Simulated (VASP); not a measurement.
Write the native input for VASP 6.6.1 that does the following.

| Property | Result |
| --- | --- |
| Task | single point |
| Functional | r2SCAN |
| Potentials or basis | VASP PAW PBE potentials, release 64 (Au) |
| Cutoff | 520 eV |
| k mesh | 26 × 26 × 26 |
| Occupations | gaussian, width 0.15 eV |
| Spin | no spin polarisation |
| Dipole correction | no |
| Further INCAR settings | ALGO = Normal; EDIFF = 1e-06; NBANDS = 12 |

The system is Au.

```xyz
1
Lattice="-1.6704 1.6704 1.6377 1.6704 -1.6704 1.6377 1.6049 1.6049 -1.6377" Properties=species:S:1:pos:R:3 pbc="T T T"
Au    0.0000    0.0000    0.0000
```

This cell differs from its parent crystal: strain -0.0400 x Voigt [0, 0, 0, 0, 0, 1].

The input as run:

POSCAR

```
Au
1.0
   -1.6704417415      1.6704417415      1.6376879819
    1.6704417415     -1.6704417415      1.6376879819
    1.6049342223      1.6049342223     -1.6376879819
Au
1
Direct
    0.0000000000      0.0000000000      0.0000000000
```

INCAR.step1

```
SYSTEM = Au
ALGO     = Normal         ! electronic algorithm
EDIFF    = 1E-4           ! SCF threshold, eV
ENCUT    = 520            ! plane-wave cutoff, eV
GGA      = PE             ! functional
ISMEAR   = 0              ! smearing method
LASPH    = .True.         ! aspherical terms in the spheres
LCHARG   = .False.        ! write CHGCAR
LREAL    = .False.        ! projectors in reciprocal space
LWAVE    = .True.         ! write WAVECAR
NBANDS   = 12             ! bands
NELM     = 60             ! most SCF steps
PREC     = Accurate       ! precision mode
SIGMA    = 0.15           ! smearing width, eV
```

INCAR.step2

```
SYSTEM = Au
ALGO     = Normal         ! electronic algorithm
EDIFF    = 1E-6           ! SCF threshold, eV
ENCUT    = 520            ! plane-wave cutoff, eV
ISIF     = 2              ! what is computed and relaxed
ISMEAR   = 0              ! smearing method
ISTART   = 1            
LASPH    = .True.         ! aspherical terms in the spheres
LCHARG   = .False.        ! write CHGCAR
LMIXTAU  = .True.       
LREAL    = .False.        ! projectors in reciprocal space
LWAVE    = .False.        ! write WAVECAR
METAGGA  = R2SCAN         ! meta-GGA
NBANDS   = 12             ! bands
NELM     = 60             ! most SCF steps
PREC     = Accurate       ! precision mode
SIGMA    = 0.15           ! smearing width, eV
```

KPOINTS

```
k-points
0
Gamma
  26 26 26
  0 0 0
```

Potentials or basis: VASP PAW PBE potentials, release 64 (Au).

Command:

```sh
$ cat potpaw_PBE.64/Au/POTCAR > POTCAR
$ cp INCAR.step1 INCAR
$ mpirun -np 1 vasp_std > vasp.out
$ cp INCAR.step2 INCAR
$ mpirun -np 1 vasp_std > vasp.out
```

Results of the run:

| Item | Value |
| --- | --- |
| Pressure | 0.9 GPa |
| Band gap on the k mesh | zero (an odd number of electrons rules out a gap without spin polarisation) |

Caveat: the cell differs from its parent crystal (strain -0.0400 x Voigt [0, 0, 0, 0, 0, 1]); the PAW data sets were made with another functional, which shifts forces and pressure a little; spin-orbit coupling is left out, which moves the levels of the heavy elements.

Run time: 8.6 min on 1 thread of Intel(R) Xeon(R) 6975P-C (Granite Rapids), on a shared host, peak memory 0.58 GiB.
